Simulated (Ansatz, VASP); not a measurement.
## Si7Ge: VASP beside Ansatz

```
CELL_PARAMETERS angstrom
0.00000 -5.45918 0.00000
0.00000 0.00000 -5.45918
15.41835 0.00000 0.00000
ATOMIC_POSITIONS crystal
Si 0.74740 0.74740 0.48823
Si 0.74740 0.74740 0.13416
Si 0.50000 0.50000 0.39879
Si 0.50000 0.50000 0.04472
Si 0.50000 0.00000 0.57582
Si 0.50000 0.00000 0.22175
Si 0.00000 0.50000 0.57582
Si 0.00000 0.50000 0.22175
Si 0.74740 0.25260 0.66342
Si 0.74740 0.25260 0.30935
Si 0.25260 0.74740 0.66342
Si 0.25260 0.74740 0.30935
Si 0.25260 0.25260 0.48823
Si 0.25260 0.25260 0.13416
Ge 0.00000 0.00000 0.39879
Ge 0.00000 0.00000 0.04472
```

Alike in both runs: task single point; functional PBEsol; k mesh 6 × 6 × 3; occupations gaussian, width 0.03 eV; no spin polarisation.

|  | VASP | Ansatz |
| --- | --- | --- |
| version | VASP 6.6.1 | Ansatz 0.2.0 |
| potentials or method | VASP PAW PBE potentials, release 64 (Si, Ge_d), cutoff 520 eV | scalar-relativistic, plane waves, PAW |
| valence electrons in the cell | 84 | 84 |

Ansatz gave:

```
gap on the k mesh at the Fermi level (eV)                     : none
pressure (GPa)                                                : -1.1
traceless stress, the component that is largest in VASP (GPa) : 1.11
rms of the force components (eV/Å)                            : 0.080
```

Problem. Estimate VASP's values.

Solution. gap on the k mesh at the Fermi level (eV): none; pressure (GPa): -1.1; traceless stress, the component that is largest in VASP (GPa): 1.12; rms of the force components (eV/Å): 0.077.

VASP's potentials were made for PBE, not for PBEsol. Atom by atom the forces differ by 0.004 eV/Å (rms over components). A gap of «none» marks a metal or a gap that the smearing closes.
